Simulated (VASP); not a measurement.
## Be3Te4: single point with PBE

The system is Be3Te4.

```xyz
7
Lattice="5.5549 0.0000 0.0000 0.0000 5.5549 0.0000 0.0000 0.0000 5.5549" Properties=species:S:1:pos:R:3 pbc="T T T"
Be    2.7774    0.0000    2.7774
Be    0.0000    2.7774    2.7774
Be    2.7774    2.7774    0.0000
Te    4.1886    1.3662    4.1886
Te    4.1886    4.1886    1.3662
Te    1.3662    4.1886    4.1886
Te    1.3662    1.3662    1.3662
```

This cell differs from its parent crystal: atoms taken out.

```
Program                : VASP 6.6.1
Task                   : single point
Functional             : PBE
Potentials or basis    : VASP PAW PBE potentials, release 64 (Be, Te)
Cutoff                 : 600 eV
k mesh                 : 4 × 4 × 4
Occupations            : gaussian, width 0.1 eV
Spin                   : no spin polarisation
Dipole correction      : no
Further INCAR settings : ALGO = Normal; EDIFF = 1e-06; NBANDS = 24
```

The pressure is 0.5 GPa and the largest force is 0.005 eV/Å. The band gap on the k mesh is zero (bands 15 and 16 overlap by 1.21 eV).

Forces in eV/Å, atoms in the order of the input:
```
Be   0.000  0.000  0.000
Be   0.000  0.000  0.000
Be   0.000  0.000  0.000
Te   0.003 -0.003  0.003
Te   0.003  0.003 -0.003
Te  -0.003  0.003  0.003
Te  -0.003 -0.003 -0.003
```

Levels at points of the mesh, in eV from the Fermi level:
```csv
k point,band 10,band 11,band 12,band 13,band 14,band 15,band 16,band 17,band 18,band 19
"(0.00, 0.00, 0.00)",-2.45,-1.60,-1.60,-1.60,0.76,0.76,0.76,2.62,2.62,2.62
"(0.50, 0.00, 0.00)",-2.73,-2.11,-1.80,-1.35,-1.35,-0.45,-0.45,3.12,3.71,5.03
"(0.50, 0.50, 0.00)",-2.67,-2.46,-2.07,-0.91,-0.85,0.07,0.07,4.16,4.16,4.77
"(0.50, 0.50, 0.50)",-0.87,-0.87,-0.75,-0.75,0.31,0.31,0.31,3.63,3.63,3.63
```

Run time: 95 s on 1 thread of Intel Xeon 8259CL (shared host), peak memory 0.33 GiB.

Caveat: the cell differs from its parent crystal (atoms taken out); spin-orbit coupling is left out, which moves the levels of the heavy elements.
